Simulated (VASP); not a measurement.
Write the native input for VASP 6.6.1 that does the following.

| Item | Value |
| --- | --- |
| Task | single point |
| Functional | PBE |
| Potentials or basis | VASP PAW PBE potentials, release 64 (Nb_sv, Pb_d) |
| Cutoff | 520 eV |
| k mesh | 7 × 7 × 7 |
| Occupations | fermi-dirac, width 0.1171 eV |
| Spin | no spin polarisation |
| Dipole correction | no |
| Further INCAR settings | ALGO = Normal; EDIFF = 1e-06; NBANDS = 63 |

The structure of Nb3Pb lies in POSCAR:

```
Nb3Pb
1.0
    5.3027590000      0.0000000000      0.0000000000
    0.0000000000      5.3027590000      0.0000000000
    0.0000000000      0.0000000000      5.3027590000
Nb Pb
6 2
Direct
    0.2500000000      0.0000000000      0.5000000000
    0.5000000000      0.7500000000      0.0000000000
    0.7500000000      0.0000000000      0.5000000000
    0.5000000000      0.2500000000      0.0000000000
    0.0000000000      0.5000000000      0.7500000000
    0.0000000000      0.5000000000      0.2500000000
    0.0000000000      0.0000000000      0.0000000000
    0.5000000000      0.5000000000      0.5000000000
```

These files were run (other wordings do the same):

INCAR

```
SYSTEM = Nb3Pb
ALGO = Normal
EDIFF = 1E-6
ENCUT = 520
GGA = PE
ISIF = 2
ISMEAR = -1
LASPH = .True.
LCHARG = .True.
LELF = .True.
LREAL = .False.
LVHAR = .True.
LWAVE = .False.
NBANDS = 63
NELM = 60
PREC = Accurate
SIGMA = 0.1171
```

KPOINTS

```
k-points
0
Gamma
  7 7 7
  0 0 0
```

Potentials or basis: VASP PAW PBE potentials, release 64 (Nb_sv, Pb_d).

Launch:

```console
$ cat potpaw_PBE.64/Nb_sv/POTCAR potpaw_PBE.64/Pb_d/POTCAR > POTCAR
$ mpirun -np 1 vasp_std > vasp.out
```

Results of the run:

```yaml
Pressure: 6.4 GPa
Band_gap_on_the_k_mesh: zero (band 53 reaches 11.58 eV, above the bottom of band 54 at 11.31 eV)
```

Caveat: spin-orbit coupling is left out, which moves the levels of the heavy elements.

It took 3.2 min on 1 thread of AMD EPYC 7R43 64-Core Processor (Zen 3), with other jobs on the host, peak memory 0.3 GiB.
